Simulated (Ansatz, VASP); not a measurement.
Two plane-wave programs on Ba2ReTe4

Contents of INCAR:

```
SYSTEM = Ba2ReTe4
  PREC = Accurate
  ENCUT = 520
  EDIFF = 1E-7
  ISMEAR = 0
  SIGMA = 0.1
  LREAL = .FALSE.
  LASPH = .TRUE.
  NELM = 150
  ALGO = Normal
  ISIF = 2
  LWAVE = .FALSE.
  LCHARG = .FALSE.
  ISPIN = 2
  MAGMOM = 0 0 1 0 0 0 0
  LORBIT = 11
  LMAXMIX = 4
  GGA = PE
  NBANDS = 38
```

The input KPOINTS:

```
Automatic mesh
0
G
  3 3 4
  0 0 0
```

The input POSCAR:

```
Ba2ReTe4
1.0
    7.5619554872      0.0000000000      0.0000000000
   -3.7809777436      6.5488455542      0.0000000000
    0.0000000000      0.0000000000      5.1318943398
Ba Re Te
2 1 4
Direct
    0.3333333333      0.6666666667      0.5000000000
    0.6666666667      0.3333333333      0.5000000000
    0.0000000000      0.0000000000      0.5000000000
    0.5000000000      0.0000000000      0.0000000000
    0.0000000000      0.5000000000      0.0000000000
    0.5000000000      0.5000000000      0.0000000000
    0.0000000000      0.0000000000      0.0000000000
```

Input for Ansatz:

```yaml
crystal:
  lattice:
    - [7.5619554872, 0.0, 0.0]
    - [-3.7809777436, 6.5488455542, 0.0]
    - [0.0, 0.0, 5.1318943398]
  atoms:
    - { symbol: Ba, position: [0.3333333333, 0.6666666667, 0.5] }
    - { symbol: Ba, position: [0.6666666667, 0.3333333333, 0.5] }
    - { symbol: Re, position: [0.0, 0.0, 0.5], spin: 1.0 }
    - { symbol: Te, position: [0.5, 0.0, 0.0] }
    - { symbol: Te, position: [0.0, 0.5, 0.0] }
    - { symbol: Te, position: [0.5, 0.5, 0.0] }
    - { symbol: Te, position: [0.0, 0.0, 0.0] }
basis:
  ecutwfc: 420
kpoints:
  mp_grid: { grid: [3, 3, 4] }
hamiltonian:
  xc: pbe
scf:
  occupations: { method: gaussian, width: 0.1 }
  lower_state_search: "off"
output:
  forces: true
  stress: true
  eigenvalues: true
  populations: true
magnetization:
  spin_polarized: true
```

Alike in both runs: task single point; functional PBE; k mesh 3 × 3 × 4; occupations gaussian, width 0.1 eV; collinear spin.

```csv
,VASP,Ansatz
version,VASP 6.6.1,Ansatz 0.2.0
potentials or method,"VASP PAW PBE potentials, release 64 (Ba_sv, Re, Te), cutoff 520 eV","scalar-relativistic, plane waves, PAW"
valence electrons in the cell,51,99
```

|  | VASP | Ansatz | Ansatz less VASP |
| --- | --- | --- | --- |
| gap on the k mesh at the Fermi level (eV) | none | none | - |
| pressure (GPa) | 1.2 | 0.9 | -0.30 |
| traceless stress, the component that is largest in VASP (GPa) | -0.25 | -0.41 | -0.155 |
| net moment per atom (μB) | 0.27 | 0.28 | +0.001 |
| size of the moment on the site where the two differ most (μB) | 2.03 | 1.62 | -0.405 |

Site moments also hang on the region over which each program counts them. A gap of «none» marks a metal or a gap that the smearing closes. VASP's potentials hold 51 valence electrons a cell and Ansatz's 99, so a difference there can come from the potentials and not from the codes.

Neither program's run includes spin-orbit coupling.
